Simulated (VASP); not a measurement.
# Ge (Fd-3m) in VASP: further runs

The runs below take Ge through single point, relaxation of cell and atoms, with PBEsol.

All numbers are computed with VASP 6.6.1; they aren't measurements. Logs are shortened: lines on timing, memory, paths and dates and some standing lists are left out, and cuts for length are marked.

## Step 1: The cell of the first run

The structure is cubic, space group Fd-3m (No. 227). Conventional cell: a = 5.676 Å, b = 5.676 Å, c = 5.676 Å, α = 90.00°, β = 90.00°, γ = 90.00°. Ge (site symmetry -43m) has 4 Ge at 2.46 Å within 3.2 Å.

## Step 2: Single point, PBEsol

INCAR reads:

```
PREC = Accurate
ENCUT = 520
EDIFF = 1E-7
ISMEAR = -1
SIGMA = 0.02
LREAL = False
LASPH = True
NELM = 80
ALGO = Normal
ISIF = 2
LWAVE = False
LCHARG = False
GGA = PS
NBANDS = 21
```

KPOINTS reads:

```
regular mesh
0
Gamma
  10 10 10
```

POSCAR reads:

```
Ge
1.0
    0.0000000000      2.8378164400      2.8378164400
    2.8378164400      0.0000000000      2.8378164400
    2.8378164400      2.8378164400      0.0000000000
Ge
2
Direct
   -0.1250000000     -0.1250000000     -0.1250000000
    0.1250000000      0.1250000000      0.1250000000
```

Potentials or basis: VASP PAW PBE potentials, release 64 (Ge_d).

Run with:

```sh
$ cat potpaw_PBE.64/Ge_d/POTCAR > POTCAR
$ mpirun -np 1 vasp_std > vasp.out
```

OUTCAR:

```text
PREC = Accurate
   ENCUT = 520
   EDIFF = 1E-7
   ISMEAR = -1
   LREAL = False
   LASPH = True
   NELM = 80
   ISIF = 2
   GGA = PS

 ion  position               nearest neighbor table
   1  0.875  0.875  0.875-   2 2.46   2 2.46   2 2.46   2 2.46
   2  0.125  0.125  0.125-   1 2.46   1 2.46   1 2.46   1 2.46

  LATTYP: Found a face centered cubic cell.
 ALAT       =     5.6756328800

  Lattice vectors:

 A1 = (   0.0000000000,   2.8378164400,   2.8378164400)
 A2 = (   2.8378164400,   0.0000000000,   2.8378164400)
 A3 = (   2.8378164400,   2.8378164400,   0.0000000000)

Analysis of symmetry for initial positions (statically):
=====================================================================
 Subroutine PRICEL returns:
 Original cell was already a primitive cell.

 Routine SETGRP: Setting up the symmetry group for a
 face centered cubic supercell.

 Subroutine GETGRP returns: Found 48 space group operations
 (whereof 12 operations were pure point group operations)
 out of a pool of 48 trial point group operations.

The static configuration has the point symmetry D_3d.
 The point group associated with its full space group is O_h .

Analysis of symmetry for dynamics (positions and initial velocities):
=====================================================================
 Subroutine PRICEL returns:
 Original cell was already a primitive cell.

 Routine SETGRP: Setting up the symmetry group for a
 face centered cubic supercell.

 Subroutine GETGRP returns: Found 48 space group operations
 (whereof 12 operations were pure point group operations)
 out of a pool of 48 trial point group operations.

The dynamic configuration has the point symmetry D_3d.
 The point group associated with its full space group is O_h .

 Subroutine INISYM returns: Found 48 space group operations
 (whereof 12 operations are pure point group operations),
 and found     1 'primitive' translations

----------------------------------------------------------------------------------------

                                     Primitive cell

  volume of cell :      45.7070

  direct lattice vectors                    reciprocal lattice vectors
     0.000000000  2.837816440  2.837816440    -0.176191805  0.176191805  0.176191805
[... 80 lines left out ...]
   ISPIN  =      1    spin polarized calculation?
   LNONCOLLINEAR =      F non collinear calculations
   LSORBIT =      F    spin-orbit coupling
   LASPH  =      T    aspherical Exc in radial PAW
   ENCUT  =  520.0 eV  38.22 Ry    6.18 a.u.   7.46  7.46  7.46*2*pi/ulx,y,z
   NELM   =     80;   NELMIN=  2; NELMDL= -5     # of ELM steps
   EDIFF  = 0.1E-06   stopping-criterion for ELM
   LREAL  =      F    real-space projection
   EDIFFG = 0.1E-05   stopping-criterion for IOM
   NSW    =      0    number of steps for IOM
   IBRION =     -1    ionic relax: 0-MD 1-quasi-New 2-CG
   NFREE  =      0    steps in history (QN), initial steepest desc. (CG)
   ISIF   =      2    stress and relaxation
   ISYM   =      2    0-nonsym 1-usesym 2-fastsym
   POTIM  = 0.5000    time-step for ionic-motion
   TEBEG  =    0.0;   TEEND  =   0.0 temperature during run
   PSTRESS=    0.0 pullay stress
   NELECT =      28.0000    total number of electrons
   NUPDOWN=      -1.0000    fix difference up-down
   EMIN   =  10.00;   EMAX   =-10.00  energy-range for DOS
   EFERMI =   0.00;   METHOD = LEGACY
   ISMEAR =    -1;   SIGMA  =   0.02  broadening in eV -4-tet -1-fermi 0-gaus
   EFERMI_NEDOS =   21; number of points for ismear=-14 and -15
   IALGO  =     38    algorithm
   IMIX   =      4    mixing-type and parameters
     AMIX     =   0.40;   BMIX     =  1.00
     AMIX_MAG =   1.60;   BMIX_MAG =  1.00
  volume/ion in A,a.u.               =      22.85       154.22
  Fermi-wavevector in a.u.,A,eV,Ry     =   1.390379  2.627435 26.302155  1.933154
  Thomas-Fermi vector in A             =   2.514320
   LORBIT       =      0    0 simple, 1 ext, 2 COOP (PROOUT), +10 PAW based schemes
   GGA     = PS    functional components
   LHFCALC =     F    Hartree Fock is set to
   AEXX    =    0.0000 exact exchange contribution
   IVDW    =     0    specifies the selected vdW correction
   LEPSILON=     F    determine dielectric tensor
   LRPA    =     F    only Hartree local field effects (RPA)
 non-spin polarized calculation
  energy-cutoff  :      520.00
  volume of cell :       45.71
 maximum number of plane-waves:      1251
 NGX is ok and might be reduce to    30

 number of electron      27.9999978 magnetization

 Free energy of the ion-electron system (eV)
  ---------------------------------------------------
  ext. energy  EPLUGINS =         0.00000000
  ---------------------------------------------------
  free energy    TOTEN  =        -9.87127161 eV

  energy without entropy =       -9.87117806  energy(sigma->0) =       -9.87122484

 E-fermi :   4.7827     XC(G=0): -10.0835

 val. band max:        4.7706877843   @ k =   0.0000   0.0000   0.0000
 cond. band min:       4.8646308081   @ k =   0.5000   0.0000   0.0000
 fundamental gap:      0.0939430238
 Fermi energy:         4.7827171160

 k-point     1 :       0.0000    0.0000    0.0000
  band No.  band energies     occupation
      1     -19.9791      2.00000
      2     -19.9791      2.00000
      3     -19.9791      2.00000
      4     -19.9432      2.00000
      5     -19.9432      2.00000
      6     -19.7362      2.00000
[... 565 lines left out ...]
     20      16.2422      0.00000
     21      16.4760      0.00000

 [... further k-points ...]

------------------------ aborting loop because EDIFF is reached ----------------------------------------

  FORCE on cell =-STRESS in cart. coord.  units (eV):
  Direction    XX          YY          ZZ          XY          YZ          ZX
  --------------------------------------------------------------------------------------
  -------------------------------------------------------------------------------------
  Total       -0.0226581     -0.0226581     -0.0226581     -0.0000000      0.0000000      0.0000000
  in kB       -0.7942385     -0.7942385     -0.7942385     -0.0000000      0.0000000      0.0000000
  external PRESSURE =      -0.7942385 kB  Pullay stress =       0.0000000 kB

 VOLUME and BASIS-vectors are now :
 -----------------------------------------------------------------------------
  energy-cutoff  :      520.00
  volume of cell :       45.71
      direct lattice vectors                 reciprocal lattice vectors
     0.000000000  2.837816440  2.837816440    -0.176191805  0.176191805  0.176191805
     2.837816440  0.000000000  2.837816440     0.176191805 -0.176191805  0.176191805
     2.837816440  2.837816440  0.000000000     0.176191805  0.176191805 -0.176191805

 POSITION                                       TOTAL-FORCE (eV/Angst)
 -----------------------------------------------------------------------------------
      4.96618      4.96618      4.96618         0.000000      0.000000      0.000000
      0.70945      0.70945      0.70945        -0.000000     -0.000000     -0.000000
 -----------------------------------------------------------------------------------
    total drift:                               -0.000000      0.000000      0.000000

  FREE ENERGIE OF THE ION-ELECTRON SYSTEM (eV)
  ---------------------------------------------------
  free  energy   TOTEN  =        -9.8712716117 eV

  energy  without entropy=       -9.8711780598  energy(sigma->0) =       -9.87122484
```

OSZICAR:

```text
N       E                     dE             d eps       ncg     rms          rms(c)
DAV:   1     0.188016684996E+03    0.18802E+03   -0.14522E+04  2143   0.358E+03
DAV:   2     0.176382273250E+02   -0.17038E+03   -0.16509E+03  1984   0.615E+02
DAV:   3    -0.909446077094E+01   -0.26733E+02   -0.26555E+02  2259   0.142E+02
DAV:   4    -0.100049181399E+02   -0.91046E+00   -0.90987E+00  2232   0.309E+01
DAV:   5    -0.100196840445E+02   -0.14766E-01   -0.14766E-01  2275   0.433E+00    0.322E+00
DAV:   6    -0.991858426180E+01    0.10110E+00   -0.35302E-02  2647   0.228E+00    0.183E+00
DAV:   7    -0.987016031915E+01    0.48424E-01   -0.57456E-02  2178   0.242E+00    0.158E-01
DAV:   8    -0.987115870949E+01   -0.99839E-03   -0.67014E-03  2189   0.114E+00    0.499E-02
DAV:   9    -0.987125472708E+01   -0.96018E-04   -0.24674E-04  2382   0.231E-01    0.117E-02
DAV:  10    -0.987127102462E+01   -0.16298E-04   -0.21590E-05  2198   0.371E-02    0.550E-03
DAV:  11    -0.987127195142E+01   -0.92680E-06   -0.47694E-06  2735   0.342E-02    0.145E-03
DAV:  12    -0.987127165252E+01    0.29890E-06   -0.78410E-07  2632   0.165E-02    0.310E-04
DAV:  13    -0.987127161168E+01    0.40845E-07   -0.19951E-08  1367   0.139E-03
   1 F= -.98712716E+01 E0= -.98712248E+01  d E =-.935519E-04
```

Run time: 53 s. Hardware: 1 thread of AMD EPYC 7R13, shared host; peak memory 0.15 GiB.

Results:

* Free energy: -9.8713 eV
* Pressure: -0.1 GPa
* Band gap on the k mesh: zero (filled and empty bands touch)

Caveat: semilocal functionals underestimate gaps, so a narrow gap can read as zero; the PAW data sets were made with another functional, which shifts forces and pressure a little.

## Step 3: Single point, PBEsol

This run uses another cell than the first one: it holds 4 atoms, not 2.

INCAR reads:

```
PREC = Accurate
ENCUT = 520
EDIFF = 1E-6
ISMEAR = -1
SIGMA = 0.02
LREAL = False
LASPH = True
NELM = 60
ALGO = Normal
ISIF = 2
LWAVE = False
LCHARG = False
GGA = PS
NBANDS = 36
```

KPOINTS reads:

```
regular mesh
0
Gamma
  7 5 7
```

POSCAR reads:

```
Ge
1.0
   -2.8378164400      2.8378164400      0.0000000000
    0.0000000000      0.0000000000      5.6756328800
    2.8378164400      2.8378164400      0.0000000000
Ge
4
Direct
    0.5000000000      0.3750000000      0.2500000000
    0.0000000000      0.8750000000      0.7500000000
    0.0000000000      0.1250000000      0.2500000000
    0.5000000000      0.6250000000      0.7500000000
```

Potentials or basis: VASP PAW PBE potentials, release 64 (Ge_d).

Run with:

```sh
$ cat potpaw_PBE.64/Ge_d/POTCAR > POTCAR
$ mpirun -np 1 vasp_std > vasp.out
```

OUTCAR:

```text
PREC = Accurate
   ENCUT = 520
   EDIFF = 1E-6
   ISMEAR = -1
   LREAL = False
   LASPH = True
   NELM = 60
   ISIF = 2
   GGA = PS

 ion  position               nearest neighbor table
   1  0.500  0.375  0.250-   3 2.46   4 2.46   4 2.46   3 2.46
   2  0.000  0.875  0.750-   3 2.46   4 2.46   3 2.46   4 2.46
   3  0.000  0.125  0.250-   1 2.46   2 2.46   2 2.46   1 2.46
   4  0.500  0.625  0.750-   1 2.46   2 2.46   1 2.46   2 2.46

  LATTYP: Found a simple tetragonal cell.
 ALAT       =     4.0132784970
 C/A-ratio  =     1.4142135624

  Lattice vectors:

 A1 = (   2.8378164400,  -2.8378164400,   0.0000000000)
 A2 = (   2.8378164400,   2.8378164400,   0.0000000000)
 A3 = (   0.0000000000,   0.0000000000,   5.6756328800)

Analysis of symmetry for initial positions (statically):
=====================================================================
 Subroutine PRICEL returns following result:

  LATTYP: Found a face centered cubic cell.
 ALAT       =     5.6756328800
[... 181 lines left out ...]

 Free energy of the ion-electron system (eV)
  ---------------------------------------------------
  ext. energy  EPLUGINS =         0.00000000
  ---------------------------------------------------
  free energy    TOTEN  =       -19.73379578 eV

  energy without entropy =      -19.73347055  energy(sigma->0) =      -19.73363317

 E-fermi :   4.7857     XC(G=0): -10.0831

 val. band max:        4.7718470740   @ k =   0.0000   0.0000   0.0000
 cond. band min:       4.9552049304   @ k =   0.4286   0.4000   0.0000
 fundamental gap:      0.1833578564
 Fermi energy:         4.7856773620

 k-point     1 :       0.0000    0.0000    0.0000
  band No.  band energies     occupation
      1     -20.0111      2.00000
      2     -20.0111      2.00000
      3     -19.9778      2.00000
      4     -19.9778      2.00000
      5     -19.9763      2.00000
      6     -19.9425      2.00000
[... 925 lines left out ...]
     35      10.3302      0.00000
     36      11.0373      0.00000

 [... further k-points ...]
[... 5 lines left out ...]
  --------------------------------------------------------------------------------------
  -------------------------------------------------------------------------------------
  Total        0.0194458      0.0194458     -0.1248140      0.0000000      0.0000000      0.0000000
  in kB        0.3408186      0.3408186     -2.1875643      0.0000000      0.0000000      0.0000000
  external PRESSURE =      -0.5019757 kB  Pullay stress =       0.0000000 kB

 VOLUME and BASIS-vectors are now :
 -----------------------------------------------------------------------------
  energy-cutoff  :      520.00
  volume of cell :       91.41
      direct lattice vectors                 reciprocal lattice vectors
    -2.837816440  2.837816440  0.000000000    -0.176191805  0.176191805  0.000000000
     0.000000000  0.000000000  5.675632880     0.000000000  0.000000000  0.176191805
     2.837816440  2.837816440  0.000000000     0.176191805  0.176191805  0.000000000

 POSITION                                       TOTAL-FORCE (eV/Angst)
 -----------------------------------------------------------------------------------
     -0.70945      2.12836      2.12836         0.000000      0.000000     -0.000000
      2.12836      2.12836      4.96618         0.000000     -0.000000      0.000000
      0.70945      0.70945      0.70945        -0.000000     -0.000000     -0.000000
      0.70945      3.54727      3.54727         0.000000      0.000000      0.000000
 -----------------------------------------------------------------------------------
    total drift:                                0.000000      0.000000      0.000000

  FREE ENERGIE OF THE ION-ELECTRON SYSTEM (eV)
  ---------------------------------------------------
  free  energy   TOTEN  =       -19.7337957843 eV

  energy  without entropy=      -19.7334705513  energy(sigma->0) =      -19.73363317
```

It took 89 s on 1 thread of AMD EPYC 7R13, shared host; peak memory 0.19 GiB.

Results:

- Free energy: -19.7338 eV
- Pressure: -0.1 GPa
- Band gap on the k mesh: zero (filled and empty bands touch)

Caveat: semilocal functionals underestimate gaps, so a narrow gap can read as zero; the PAW data sets were made with another functional, which shifts forces and pressure a little.

## Step 4: Single point, PBEsol

This run uses another cell than the first one: it holds 4 atoms, not 2.

INCAR reads:

```
ALGO = Normal
EDIFF = 1E-6
ENCUT = 520
GGA = PS
ISIF = 2
ISMEAR = -1
LASPH = True
LCHARG = False
LREAL = False
LWAVE = False
NBANDS = 36
NELM = 60
PREC = Accurate
SIGMA = 0.02
```

KPOINTS reads:

```
Automatic mesh
0
Gamma
  7 5 7
  0.5 0.5 0.5
```

POSCAR is that of step 3.

Run with:

```sh
$ cat potpaw_PBE.64/Ge_d/POTCAR > POTCAR
$ mpirun -np 1 vasp_std > vasp.out
```

Run time: 90 s. Hardware: 1 thread of AMD EPYC 7R13, shared host; peak memory 0.19 GiB.

It converged, with:

```yaml
Free_energy: -19.7633 eV
Pressure: -0.1 GPa
Band_gap_on_the_k_mesh: 0.73 eV
```

Levels at points of the mesh, in eV from the valence-band top:
```
           k point  band 24  band 25  band 26  band 27  band 28  band 29  band 30  band 31  band 32  band 33
(0.50, 0.50, 0.50)    -8.63    -3.75    -3.75    -3.75    -3.75     4.39     4.39     4.39     4.39     4.78
```

Caveat: the PAW data sets were made with another functional, which shifts forces and pressure a little; a shifted mesh leaves out Γ, where band edges can lie. A k mesh can miss the band edges.

## Step 5: Relaxation of cell and atoms, PBEsol

This run uses another cell than the first one, of 22.97 Å³/atom.

INCAR reads:

```
SYSTEM = Ge
  ALGO = Normal
  EDIFF = 1E-6
  EDIFFG = -0.005
  ENCUT = 600
  GGA = PS
  IBRION = 2
  ISIF = 3
  ISMEAR = -1
  LASPH = .TRUE.
  LCHARG = .FALSE.
  LREAL = .FALSE.
  LWAVE = .FALSE.
  NELM = 60
  NSW = 60
  PREC = Accurate
  SIGMA = 0.02
```

KPOINTS reads:

```
k-points
0
G
  10 10 10
  0 0 0
```

POSCAR reads:

```
Ge
1.0
    0.0000000000      2.8427949738      2.8427949738
    2.8427949738      0.0000000000      2.8427949738
    2.8427949738      2.8427949738      0.0000000000
Ge
2
Direct
   -0.1250000000     -0.1250000000     -0.1250000000
    0.1250000000      0.1250000000      0.1250000000
```

Run with:

```sh
$ cat potpaw_PBE.64/Ge_d/POTCAR > POTCAR
$ mpirun -np 1 vasp_std > vasp.out
```

Wall time 2.4 min (1 thread of AMD EPYC 7R13, shared host); peak memory 0.17 GiB.

It converged, with:

```yaml
Free_energy: -9.8715 eV
Relaxed_volume: 22.82 Å³/atom
Relaxed_cell: a = 4.011 Å, b = 4.011 Å, c = 4.011 Å, α = 60.00°, β = 60.00°, γ = 60.00°
Space_group_after_relaxing_to_0.1_Å: Fd-3m (No. 227)
Energy_gained_by_relaxing: 0.2 meV/atom
Ionic_steps: 5
Pressure_after_relaxing: 0.0 GPa
Band_gap_on_the_k_mesh: zero (filled and empty bands touch)
```

Step by step:
```tsv
step	energy change (eV)	largest force (eV/Å)	pressure (GPa)	volume (Å³)
1	0.0000	0.0000	-0.41	45.95
2	-0.0003	0.0000	0.22	45.55
3	-0.0003	0.0000	-0.21	45.68
4	-0.0003	0.0000	0.18	45.62
5	-0.0003	0.0000	0.00	45.65
```

Final structure:
```cif
data_structure
_symmetry_space_group_name_H-M 'P 1'
_symmetry_Int_Tables_number 1
_cell_length_a 4.0115
_cell_length_b 4.0115
_cell_length_c 4.0115
_cell_angle_alpha 60.000
_cell_angle_beta 60.000
_cell_angle_gamma 60.000
_cell_volume 45.65
loop_
_atom_site_label
_atom_site_type_symbol
_atom_site_fract_x
_atom_site_fract_y
_atom_site_fract_z
_atom_site_occupancy
Ge1 Ge 0.87500 0.87500 0.87500 1
Ge2 Ge 0.12500 0.12500 0.12500 1
```

Levels at points of the mesh, in eV from the Fermi level:
```
           k point  band 12  band 13  band 14  band 15  band 16  band 17
(0.00, 0.00, 0.00)    -0.09    -0.01    -0.01    -0.01     2.52     2.52
(0.50, 0.00, 0.00)    -7.60    -1.41    -1.41     0.09     3.70     3.70
(0.50, 0.50, 0.00)    -8.88    -3.07    -3.07     0.66     0.66     9.41
```

Caveat: semilocal functionals underestimate gaps, so a narrow gap can read as zero; the PAW data sets were made with another functional, which shifts forces and pressure a little.

## Step 6: Overview

| task | cell | k mesh | cutoff (eV) | gap on the mesh (eV) | pressure (GPa) |
| --- | --- | --- | --- | --- | --- |
| single point | a = 4.013 Å, angles 60.0°, 2 atoms, atomic positions A | 10 × 10 × 10 | 520 | none | -0.1 |
| single point | a = 4.013, b = 5.676 Å, 4 atoms, atomic positions B | 7 × 5 × 7 | 520 | none | -0.1 |
| single point | a = 4.013, b = 5.676 Å, 4 atoms, atomic positions B | 7 × 5 × 7, shifted | 520 | 0.73 | -0.1 |
| relaxation of cell and atoms | relaxed from a = 4.020 Å, angles 60.0°, 2 atoms, atomic positions A | 10 × 10 × 10 | 600 | none | 0.0 |

Alike in all rows: level PBEsol; potentials or basis VASP PAW PBE potentials, release 64 (Ge_d); no spin polarisation; smearing fermi-dirac 0.02 eV.

Caveats: the PAW data sets were made with another functional, which shifts forces and pressure a little; semilocal functionals underestimate gaps, so a narrow gap can read as zero (at least some runs); a shifted mesh leaves out Γ, where band edges can lie (at least some runs).

Total energies depend on the potentials used, so only differences within one code and one set of settings carry meaning.
